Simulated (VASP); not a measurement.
The system is CsI.

```
Cs I
1.0
     4.54683    0.00000    0.00000
     0.00000    4.54683    0.00000
     0.00000    0.00000    4.54683
Cs I
1 1
Direct
  0.00000 0.00000 0.00000
  0.50000 0.50000 0.50000
```

* Program: VASP 6.6.1
* Task: relaxation of cell and atoms
* Functional: PBE
* Potentials or basis: VASP PAW PBE potentials, release 64 (Cs_sv, I)
* Cutoff: 500 eV
* k mesh: 6 × 6 × 6
* Occupations: gaussian, width 0.02 eV
* Spin: no spin polarisation

At the start: pressure 1.0 GPa; volume 47.00 Å³/atom.

**Question.** Where does the relaxation end?

**Answer.** Over 4 steps the energy falls by 11.0 meV/atom and the volume is 50.95 Å³/atom (+8.4 %); space group Pm-3m (No. 221, to 0.1 Å) before and after.

The path:
```csv
step,energy change (eV),largest force (eV/Å),pressure (GPa),volume (Å³)
1,0.0000,0.0000,0.97,94.00
2,-0.0170,0.0000,0.43,97.94
3,-0.0219,0.0000,-0.07,102.56
4,-0.0220,0.0000,0.00,101.91
```

Final structure:
```
CELL_PARAMETERS angstrom
4.67092 0.00000 0.00000
0.00000 4.67092 0.00000
0.00000 0.00000 4.67092
ATOMIC_POSITIONS crystal
Cs 0.00000 0.00000 0.00000
I 0.50000 0.50000 0.50000
```
